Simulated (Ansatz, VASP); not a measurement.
# Two plane-wave programs on Zn4F3

```xyz
7
Lattice="-2.9524 2.9524 2.9524 2.9524 -2.9524 2.9524 2.9524 2.9524 -2.9524" Properties=species:S:1:pos:R:3 pbc="T T T"
Zn    1.4762    1.4762    1.4762
Zn    1.4762    1.4762   -1.4762
Zn    1.4762   -1.4762    1.4762
Zn   -1.4762    1.4762    1.4762
F     2.9524    0.0000    0.0000
F     0.0000    2.9524    0.0000
F     0.0000    0.0000    2.9524
```

Alike in both runs: functional PBE; k mesh 4 × 4 × 4; occupations gaussian, width 0.1 eV; no spin polarisation.

Ansatz relaxed the structure, and its values are those at the end. VASP's run is a single point on that final structure, the one shown.

|  | VASP | Ansatz |
| --- | --- | --- |
| version | VASP 6.6.1 | Ansatz 0.2.0 |
| potentials or method | VASP PAW PBE potentials, release 64 (Zn, F), cutoff 520 eV | scalar-relativistic, plane waves, PAW |
| valence electrons in the cell | 69 | 69 |

|  | VASP | Ansatz | Ansatz less VASP |
| --- | --- | --- | --- |
| gap on the k mesh at the Fermi level (eV) | none | none | - |
| pressure (GPa) | 0.0 | 0.0 | -0.03 |

A gap of «none» marks a metal or a gap that the smearing closes.

The k mesh is coarse, so the values compare programs but aren't converged.
